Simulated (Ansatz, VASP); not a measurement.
# TaN: VASP beside Ansatz

File INCAR:

```
ALGO = Normal ; EDIFF = 1E-6
ENCUT = 520 ; GGA = PE
ISIF = 2 ; ISMEAR = 1
LASPH = T ; LCHARG = F
LREAL = F ; LWAVE = F
NBANDS = 15 ; NELM = 100
PREC = Accurate ; SIGMA = 0.1
```

File KPOINTS:

```
k-points
0
Gamma
  8 8 8
```

POSCAR

```
TaN
1.0
   -0.0377900000      2.1627500000      2.1807500000
    2.0505100000     -0.0117600000      2.1547200000
    2.0816900000      2.1679100000     -0.0429500000
Ta N
1 1
Direct
    0.4307400000      0.4978200000      0.5115900000
    0.0127400000      0.9279800000      0.0779100000
```

Input for Ansatz:

```yaml
crystal:
  lattice:
    - [-0.03779, 2.16275, 2.18075]
    - [2.05051, -0.01176, 2.15472]
    - [2.08169, 2.16791, -0.04295]
  atoms:
    - { symbol: Ta, position: [0.43074, 0.49782, 0.51159] }
    - { symbol: "N", position: [0.01274, 0.92798, 0.07791] }
basis:
  ecutwfc: 540.0
  xc_grid: 2
kpoints:
  mp_grid:
    grid: [8, 8, 8]
hamiltonian:
  xc: pbe
scf:
  convergence:
    dr2_threshold: 1.0e-09
  occupations:
    method: cold
    width: 0.1
output:
  forces: true
  stress: true
```

Alike in both runs: task single point; functional PBE; k mesh 8 × 8 × 8; no spin polarisation.

|  | VASP | Ansatz |
| --- | --- | --- |
| version | VASP 6.6.1 | Ansatz 0.2.0 |
| potentials or method | VASP PAW PBE potentials, release 64 (Ta_pv, N), cutoff 520 eV | plane waves, PAW |
| occupations | methfessel-paxton of order 1, width 0.1 eV | cold, width 0.1 eV |
| valence electrons in the cell | 16 | 18 |

|  | VASP | Ansatz | Ansatz less VASP |
| --- | --- | --- | --- |
| rms of the force components (eV/Å) | 2.967 | 2.898 | -0.0686 |

Atom by atom the forces differ by 0.069 eV/Å (rms over components). VASP's potentials hold 16 valence electrons a cell and Ansatz's 18, so a difference there can come from the potentials and not from the codes. Ansatz's warnings: stress scf threshold loose.

Spin-orbit coupling is off throughout.
